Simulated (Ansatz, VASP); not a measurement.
**One calculation of CsPbCl3, two programs**

```
Cs Pb Cl
1.0
     5.73527    0.00000    0.00000
     0.00000    5.73527    0.00000
     0.00000    0.00000    5.73527
Cs Pb Cl
1 1 3
Direct
  0.00000 0.00000 0.00000
  0.50000 0.50000 0.50000
  0.50000 0.50000 0.00000
  0.00000 0.50000 0.50000
  0.50000 0.00000 0.50000
```

Alike in both runs: task single point; functional PBE; k mesh 6 × 6 × 6; occupations gaussian, width 0.02 eV; no spin polarisation.

|  | VASP | Ansatz |
| --- | --- | --- |
| version | VASP 6.6.1 | Ansatz 0.2.0 |
| potentials or method | VASP PAW PBE potentials, release 64 (Cs_sv, Pb_d, Cl), cutoff 500 eV | scalar-relativistic, plane waves, PAW |
| valence electrons in the cell | 44 | 44 |

```tsv
	VASP	Ansatz	Ansatz less VASP
gap on the k mesh at the Fermi level (eV)	2.22	2.21	-0.008
least direct gap on the mesh (eV)	2.22	2.21	-0.008
pressure (GPa)	-0.1	0.0	+0.05
```

Neither program's run includes spin-orbit coupling.
